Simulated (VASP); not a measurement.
# Al (P6_3/mmc) in VASP: a series of runs

The runs below take Al through single point, with PBE.

All numbers are computed with VASP 6.6.1; they aren't measurements. Logs are shortened: lines on timing, memory, paths and dates and some standing lists are left out, and cuts for length are marked.

### Step 1. The cell of the first run

Symmetry: P6_3/mmc, No. 194, hexagonal system. The conventional cell has a = 2.143 Å, b = 2.143 Å, c = 3.467 Å, α = 90.00°, β = 90.00°, γ = 120.00°. Al (site symmetry -6m2) has 12 Al at 2.13 to 2.14 Å within 2.8 Å.

### Step 2. Single point, PBE

Input file INCAR:

```
PREC = Accurate
ENCUT = 520
EDIFF = 1E-6
ISMEAR = -1
SIGMA = 0.08
LREAL = F
LASPH = T
NELM = 60
ALGO = Normal
ISIF = 2
LWAVE = F
LCHARG = T
GGA = PE
LELF = T
LVHAR = T
NBANDS = 10
```

Input file KPOINTS:

```
Automatic mesh
0
Gamma
  20 20 11
```

Input file POSCAR:

```
Al
1.0
    2.1430779578      0.0000000000      0.0000000000
   -1.0715389789      1.8559599537      0.0000000000
    0.0000000000      0.0000000000      3.4669796970
Al
2
Direct
    0.3333333333      0.6666666667      0.2500000000
    0.6666666667      0.3333333333      0.7500000000
```

Potentials or basis: VASP PAW PBE potentials, release 64 (Al).

Launch:

```
$ cat potpaw_PBE.64/Al/POTCAR > POTCAR
$ mpirun -np 1 vasp_std > vasp.out
```

OUTCAR:

```text
PREC = Accurate
   ENCUT = 520
   EDIFF = 1E-6
   ISMEAR = -1
   LREAL = F
   LASPH = T
   NELM = 60
   ISIF = 2
   GGA = PE

 ion  position               nearest neighbor table
   1  0.333  0.667  0.250-   2 2.13   2 2.13   2 2.13   2 2.13   2 2.13   2 2.13   2 3.02   2 3.02
                             2 3.02   2 3.02   2 3.02   2 3.02
   2  0.667  0.333  0.750-   1 2.13   1 2.13   1 2.13   1 2.13   1 2.13   1 2.13   1 3.02   1 3.02
                             1 3.02   1 3.02   1 3.02   1 3.02

  LATTYP: Found a hexagonal cell.
 ALAT       =     2.1430779578
 C/A-ratio  =     1.6177571536

  Lattice vectors:

 A1 = (   2.1430779578,   0.0000000000,   0.0000000000)
 A2 = (  -1.0715389789,   1.8559599537,   0.0000000000)
 A3 = (   0.0000000000,   0.0000000000,   3.4669796970)

Analysis of symmetry for initial positions (statically):
=====================================================================
 Subroutine PRICEL returns:
 Original cell was already a primitive cell.

 Routine SETGRP: Setting up the symmetry group for a
 hexagonal supercell.

 Subroutine GETGRP returns: Found 24 space group operations
 (whereof 12 operations were pure point group operations)
 out of a pool of 24 trial point group operations.

The static configuration has the point symmetry D_3d.
 The point group associated with its full space group is D_6h.

Analysis of symmetry for dynamics (positions and initial velocities):
=====================================================================
 Subroutine PRICEL returns:
 Original cell was already a primitive cell.

 Routine SETGRP: Setting up the symmetry group for a
 hexagonal supercell.

 Subroutine GETGRP returns: Found 24 space group operations
 (whereof 12 operations were pure point group operations)
 out of a pool of 24 trial point group operations.

The dynamic configuration has the point symmetry D_3d.
 The point group associated with its full space group is D_6h.

 Subroutine INISYM returns: Found 24 space group operations
 (whereof 12 operations are pure point group operations),
 and found     1 'primitive' translations

----------------------------------------------------------------------------------------

                                     Primitive cell

  volume of cell :      13.7898

  direct lattice vectors                    reciprocal lattice vectors
     2.143077958  0.000000000  0.000000000     0.466618583  0.269402365  0.000000000
    -1.071538979  1.855959954  0.000000000     0.000000000  0.538804729  0.000000000
     0.000000000  0.000000000  3.466979697     0.000000000  0.000000000  0.288435494

  length of vectors
     2.143077958  2.143077958  3.466979697     0.538804729  0.538804729  0.288435494

  position of ions in fractional coordinates (direct lattice)
     0.333333333  0.666666667  0.250000000
     0.666666667  0.333333333  0.750000000

  ion indices of the primitive-cell ions
   primitive index   ion index
                 1           1
                 2           2

----------------------------------------------------------------------------------------

 KPOINTS: Automatic mesh

Automatic generation of k-mesh.
 Grid dimensions read from file:
 generate k-points for:   20   20   11

 Generating k-lattice:

  Cartesian coordinates                     Fractional coordinates (reciprocal lattice)
     0.023330929  0.013470118  0.000000000     0.050000000  0.000000000  0.000000000
     0.000000000  0.026940236  0.000000000     0.000000000  0.050000000  0.000000000
     0.000000000  0.000000000  0.026221409     0.000000000  0.000000000  0.090909091

  Length of vectors
     0.026940236  0.026940236  0.026221409

  Shift w.r.t. Gamma in fractional coordinates (k-lattice)
     0.000000000  0.000000000  0.000000000

 Subroutine IBZKPT returns following result:
 ===========================================

 Found    264 irreducible k-points:

 Following reciprocal coordinates:
            Coordinates               Weight
  0.000000  0.000000  0.000000      1.000000
  0.050000 -0.000000  0.000000      6.000000
  0.100000 -0.000000  0.000000      6.000000
  0.150000  0.000000  0.000000      6.000000
  0.200000 -0.000000  0.000000      6.000000
  0.250000  0.000000  0.000000      6.000000
[... 16 lines left out ...]
  0.200000  0.100000  0.000000     12.000000
  0.250000  0.100000  0.000000     12.000000
 [... further k-points ...]
   k-points           NKPTS =    264   k-points in BZ     NKDIM =    264   number of bands    NBANDS=     10
   number of dos      NEDOS =    301   number of ions     NIONS =      2
   total plane-waves  NPLWV =   7168
   dimension x,y,z NGX =    16 NGY =   16 NGZ =   28
   dimension x,y,z NGXF=    32 NGYF=   32 NGZF=   56
   ions per type =               2
   NGX,Y,Z   is equivalent  to a cutoff of  12.41, 12.41, 13.43 a.u.
   NGXF,Y,Z  is equivalent  to a cutoff of  24.82, 24.82, 26.85 a.u.
 SYSTEM =  unknown system
   PREC   = accura    normal or accurate (medium, high low for compatibility)
   ISTART =      0    job   : 0-new  1-cont  2-samecut
   ICHARG =      2    charge: 1-file 2-atom 10-const
   ISPIN  =      1    spin polarized calculation?
   LNONCOLLINEAR =      F non collinear calculations
   LSORBIT =      F    spin-orbit coupling
   LASPH  =      T    aspherical Exc in radial PAW
   ENCUT  =  520.0 eV  38.22 Ry    6.18 a.u.   3.98  3.98  6.45*2*pi/ulx,y,z
   NELM   =     60;   NELMIN=  2; NELMDL= -5     # of ELM steps
   EDIFF  = 0.1E-05   stopping-criterion for ELM
   LREAL  =      F    real-space projection
   EDIFFG = 0.1E-04   stopping-criterion for IOM
   NSW    =      0    number of steps for IOM
   IBRION =     -1    ionic relax: 0-MD 1-quasi-New 2-CG
   NFREE  =      0    steps in history (QN), initial steepest desc. (CG)
   ISIF   =      2    stress and relaxation
   ISYM   =      2    0-nonsym 1-usesym 2-fastsym
   POTIM  = 0.5000    time-step for ionic-motion
   TEBEG  =    0.0;   TEEND  =   0.0 temperature during run
   PSTRESS=    0.0 pullay stress
   NELECT =       6.0000    total number of electrons
   NUPDOWN=      -1.0000    fix difference up-down
   EMIN   =  10.00;   EMAX   =-10.00  energy-range for DOS
   EFERMI =   0.00;   METHOD = LEGACY
   ISMEAR =    -1;   SIGMA  =   0.08  broadening in eV -4-tet -1-fermi 0-gaus
   EFERMI_NEDOS =   21; number of points for ismear=-14 and -15
   IALGO  =     38    algorithm
   IMIX   =      4    mixing-type and parameters
     AMIX     =   0.40;   BMIX     =  1.00
     AMIX_MAG =   1.60;   BMIX_MAG =  1.00
  volume/ion in A,a.u.               =       6.89        46.53
  Fermi-wavevector in a.u.,A,eV,Ry     =   1.240526  2.344255 20.938079  1.538905
  Thomas-Fermi vector in A             =   2.374963
   LORBIT       =      0    0 simple, 1 ext, 2 COOP (PROOUT), +10 PAW based schemes
   GGA     = PE    functional components
   LHFCALC =     F    Hartree Fock is set to
   AEXX    =    0.0000 exact exchange contribution
   IVDW    =     0    specifies the selected vdW correction
   LEPSILON=     F    determine dielectric tensor
   LRPA    =     F    only Hartree local field effects (RPA)
 non-spin polarized calculation
  energy-cutoff  :      520.00
  volume of cell :       13.79
 maximum number of plane-waves:       380
 NGX is ok and might be reduce to    16
   NGX =  7   NGY =  7   NGZ = 13

 number of electron       6.0000000 magnetization

 Free energy of the ion-electron system (eV)
  ---------------------------------------------------
  ext. energy  EPLUGINS =         0.00000000
  ---------------------------------------------------
  free energy    TOTEN  =         4.26994397 eV

  energy without entropy =        4.27786158  energy(sigma->0) =        4.27390278

 E-fermi :  20.5202     XC(G=0): -13.8816

 val. band max:       20.5134939840   @ k =   0.3500   0.2000   0.0000
 cond. band min:      20.5431539403   @ k =   0.2000   0.2000   0.1818
 fundamental gap:      0.0296599563
 Fermi energy:        20.5201676130

 k-point     1 :       0.0000    0.0000    0.0000
  band No.  band energies     occupation
      1       2.5725      2.00000
      2      12.7545      2.00000
      3      15.0873      2.00000
      4      37.1476      0.00000
      5      37.1476      0.00000
      6      38.5797      0.00000
      7      39.7059      0.00000
      8      39.7059      0.00000
      9      45.4395      0.00000
     10      45.5088      0.00000

 k-point     2 :       0.0500   -0.0000    0.0000
  band No.  band energies     occupation
      1       2.6794      2.00000
      2      12.8350      2.00000
      3      15.1811      2.00000
      4      35.2577      0.00000
      5      36.7759      0.00000
      6      38.6604      0.00000
      7      39.8926      0.00000
      8      40.1616      0.00000
      9      43.9399      0.00000
     10      44.7886      0.00000

 k-point     3 :       0.1000   -0.0000    0.0000
  band No.  band energies     occupation
      1       2.9989      2.00000
      2      13.0770      2.00000
      3      15.4576      2.00000
      4      32.5175      0.00000
      5      36.0503      0.00000
      6      36.9196      0.00000
      7      40.7785      0.00000
      8      41.1238      0.00000
      9      41.2048      0.00000
     10      43.4417      0.00000

 k-point     4 :       0.1500    0.0000    0.0000
  band No.  band energies     occupation
      1       3.5272      2.00000
      2      13.4820      2.00000
      3      15.9015      2.00000
      4      29.7303      0.00000
      5      34.9856      0.00000
      6      35.3009      0.00000
      7      38.2597      0.00000
      8      41.3631      0.00000
      9      42.0444      0.00000
     10      42.2151      0.00000

 k-point     5 :       0.2000   -0.0000    0.0000
  band No.  band energies     occupation
      1       4.2584      2.00000
      2      14.0527      2.00000
      3      16.4807      2.00000
      4      27.0513      0.00000
      5      33.1004      0.00000
      6      34.6192      0.00000
      7      35.3454      0.00000
      8      40.7645      0.00000
      9      41.7940      0.00000
     10      43.2679      0.00000

 k-point     6 :       0.2500    0.0000    0.0000
  band No.  band energies     occupation
      1       5.1842      2.00000
      2      14.7918      2.00000
      3      17.1249      2.00000
      4      24.5795      0.00000
      5      31.3259      0.00000
      6      32.5547      0.00000
      7      34.0323      0.00000
      8      39.6535      0.00000
      9      42.0213      0.00000
     10      44.1726      0.00000
[... 183 lines left out ...]
 k-point    21 :       0.1000    0.1000    0.0000
  band No.  band energies     occupation
      1       3.8418      2.00000
      2      13.7262      2.00000
      3      16.1577      2.00000
      4      28.9299      0.00000
      5      31.8826      0.00000
      6      37.9735      0.00000
      7      38.2489      0.00000
      8      39.1787      0.00000
      9      40.2532      0.00000
     10      41.7693      0.00000

 k-point    22 :       0.1500    0.1000    0.0000
  band No.  band energies     occupation
      1       4.5687      2.00000
      2      14.2988      2.00000
      3      16.7179      2.00000
      4      26.6822      0.00000
      5      30.2241      0.00000
      6      35.5096      0.00000
      7      37.3940      0.00000
      8      37.5291      0.00000
      9      40.9395      0.00000
     10      42.0795      0.00000

 k-point    23 :       0.2000    0.1000    0.0000
  band No.  band energies     occupation
      1       5.4892      2.00000
      2      15.0405      2.00000
      3      17.3387      2.00000
      4      24.4061      0.00000
      5      28.8874      0.00000
      6      32.8008      0.00000
      7      36.1887      0.00000
      8      36.4034      0.00000
      9      41.4916      0.00000
     10      42.5123      0.00000

 k-point    24 :       0.2500    0.1000    0.0000
  band No.  band energies     occupation
      1       6.5934      2.00000
      2      15.9545      2.00000
      3      17.8313      2.00000
      4      22.3956      0.00000
      5      27.7568      0.00000
      6      30.1955      0.00000
      7      35.0235      0.00000
      8      35.5216      0.00000
      9      41.6672      0.00000
     10      42.7883      0.00000

 [... further k-points ...]
[... 5 lines left out ...]
  --------------------------------------------------------------------------------------
  -------------------------------------------------------------------------------------
  Total       34.7993550     34.7993550     34.7837438     -0.0000000      0.0000000      0.0000000
  in kB     4043.1877379   4043.1877377   4041.3739486     -0.0000000      0.0000000      0.0000000
  external PRESSURE =    4042.5831414 kB  Pullay stress =       0.0000000 kB

 VOLUME and BASIS-vectors are now :
 -----------------------------------------------------------------------------
  energy-cutoff  :      520.00
  volume of cell :       13.79
      direct lattice vectors                 reciprocal lattice vectors
     2.143077958  0.000000000  0.000000000     0.466618583  0.269402365  0.000000000
    -1.071538979  1.855959954  0.000000000     0.000000000  0.538804729  0.000000000
     0.000000000  0.000000000  3.466979697     0.000000000  0.000000000  0.288435494

 POSITION                                       TOTAL-FORCE (eV/Angst)
 -----------------------------------------------------------------------------------
     -0.00000      1.23731      0.86674        -0.000000      0.000000      0.000000
      1.07154      0.61865      2.60023         0.000000      0.000000      0.000000
 -----------------------------------------------------------------------------------
    total drift:                               -0.000000      0.000000     -0.000000

  FREE ENERGIE OF THE ION-ELECTRON SYSTEM (eV)
  ---------------------------------------------------
  free  energy   TOTEN  =         4.2699439728 eV

  energy  without entropy=        4.2778615799  energy(sigma->0) =        4.27390278
```

It took 40 s on 1 thread of Intel Xeon 8259CL, shared host; peak memory 0.11 GiB.

Results:

| Item | Value |
| --- | --- |
| Free energy | 4.2699 eV |
| Pressure | 404.3 GPa |
| Band gap on the k mesh | zero (band 3 reaches 25.89 eV, above the bottom of band 4 at 16.56 eV) |

Stress tensor (GPa, compression positive):
```
404.32   0.00   0.00
  0.00 404.32   0.00
  0.00   0.00 404.14
```

Levels at points of the mesh, in eV from the Fermi level:
```tsv
k point	band 1	band 2	band 3	band 4	band 5	band 6	band 7
(0.00, 0.00, 0.00)	-17.95	-7.77	-5.43	16.63	16.63	18.06	19.19
(0.50, 0.00, 0.00)	-8.66	-7.61	-0.04	1.53	2.56	4.32	12.17
```

### Step 3. Single point, PBE

Input file INCAR:

```
SYSTEM = Al
  PREC = Accurate
  ENCUT = 520
  EDIFF = 1E-6
  ISMEAR = -1
  SIGMA = 0.08
  LREAL = .False.
  LASPH = .True.
  NELM = 60
  ALGO = Normal
  ISIF = 2
  LWAVE = .False.
  LCHARG = .True.
  GGA = PE
  LELF = .True.
  LVHAR = .True.
  NBANDS = 10
```

Input file KPOINTS:

```
regular mesh
0
Gamma
  20 20 11
  0 0 0
```

Input file POSCAR:

```
Al
1.0
    2.1426459692      0.0000000000      0.0000000000
   -1.0713229846      1.8555858406      0.0000000000
    0.0000000000      0.0000000000      3.4667575520
Al
2
Direct
    0.3333333333      0.6666666667      0.2500000000
    0.6666666667      0.3333333333      0.7500000000
```

Potentials or basis: VASP PAW PBE potentials, release 64 (Al).

Launch:

```
$ cat potpaw_PBE.64/Al/POTCAR > POTCAR
$ mpirun -np 1 vasp_std > vasp.out
```

OUTCAR:

```text
SYSTEM = Al
   PREC = Accurate
   ENCUT = 520
   EDIFF = 1E-6
   ISMEAR = -1
   LREAL = .False.
   LASPH = .True.
   NELM = 60
   ISIF = 2
   GGA = PE

 ion  position               nearest neighbor table
   1  0.333  0.667  0.250-   2 2.13   2 2.13   2 2.13   2 2.13   2 2.13   2 2.13   2 3.02   2 3.02
                             2 3.02   2 3.02   2 3.02   2 3.02
   2  0.667  0.333  0.750-   1 2.13   1 2.13   1 2.13   1 2.13   1 2.13   1 2.13   1 3.02   1 3.02
                             1 3.02   1 3.02   1 3.02   1 3.02

  LATTYP: Found a hexagonal cell.
 ALAT       =     2.1426459692
 C/A-ratio  =     1.6179796391

  Lattice vectors:

 A1 = (   2.1426459692,   0.0000000000,   0.0000000000)
 A2 = (  -1.0713229846,   1.8555858406,   0.0000000000)
 A3 = (   0.0000000000,   0.0000000000,   3.4667575520)

Analysis of symmetry for initial positions (statically):
=====================================================================
 Subroutine PRICEL returns:
 Original cell was already a primitive cell.

 Routine SETGRP: Setting up the symmetry group for a
 hexagonal supercell.

 Subroutine GETGRP returns: Found 24 space group operations
 (whereof 12 operations were pure point group operations)
 out of a pool of 24 trial point group operations.
[... 177 lines left out ...]
      4      37.1631      0.00000
      5      37.1631      0.00000
      6      38.5902      0.00000
      7      39.7232      0.00000
      8      39.7232      0.00000
      9      45.4528      0.00000
     10      45.5266      0.00000
[... 287 lines left out ...]
 k-point    24 :       0.2500    0.1000    0.0000
  band No.  band energies     occupation
      1       6.6002      2.00000
      2      15.9611      2.00000
      3      17.8396      2.00000
      4      22.4064      0.00000
      5      27.7692      0.00000
      6      30.2068      0.00000
      7      35.0394      0.00000
      8      35.5349      0.00000
      9      41.6833      0.00000
     10      42.8034      0.00000

 [... further k-points ...]

------------------------ aborting loop because EDIFF is reached ----------------------------------------

  FORCE on cell =-STRESS in cart. coord.  units (eV):
  Direction    XX          YY          ZZ          XY          YZ          ZX
  --------------------------------------------------------------------------------------
  -------------------------------------------------------------------------------------
  Total       34.8387014     34.8387014     34.8069782      0.0000000     -0.0000000      0.0000000
  in kB     4049.6510546   4049.6510544   4045.9635389      0.0000000     -0.0000000      0.0000000
  external PRESSURE =    4048.4218826 kB  Pullay stress =       0.0000000 kB

 VOLUME and BASIS-vectors are now :
 -----------------------------------------------------------------------------
  energy-cutoff  :      520.00
  volume of cell :       13.78
      direct lattice vectors                 reciprocal lattice vectors
     2.142645969  0.000000000  0.000000000     0.466712660  0.269456680  0.000000000
    -1.071322985  1.855585841  0.000000000     0.000000000  0.538913360  0.000000000
     0.000000000  0.000000000  3.466757552     0.000000000  0.000000000  0.288453976

 POSITION                                       TOTAL-FORCE (eV/Angst)
 -----------------------------------------------------------------------------------
     -0.00000      1.23706      0.86669         0.000000     -0.000000      0.000000
      1.07132      0.61853      2.60007        -0.000000      0.000000      0.000000
 -----------------------------------------------------------------------------------
    total drift:                               -0.000000      0.000000     -0.000000

  FREE ENERGIE OF THE ION-ELECTRON SYSTEM (eV)
  ---------------------------------------------------
  free  energy   TOTEN  =         4.2862121443 eV

  energy  without entropy=        4.2941194061  energy(sigma->0) =        4.29016578
```

It took 48 s on 1 thread of Intel Xeon 8259CL, shared host; peak memory 0.11 GiB.

What came out:

```yaml
Free_energy: 4.2862 eV
Pressure: 404.8 GPa
Band_gap_on_the_k_mesh: zero (band 3 reaches 25.90 eV, above the bottom of band 4 at 16.57 eV)
```

[end of part 1 of 2]
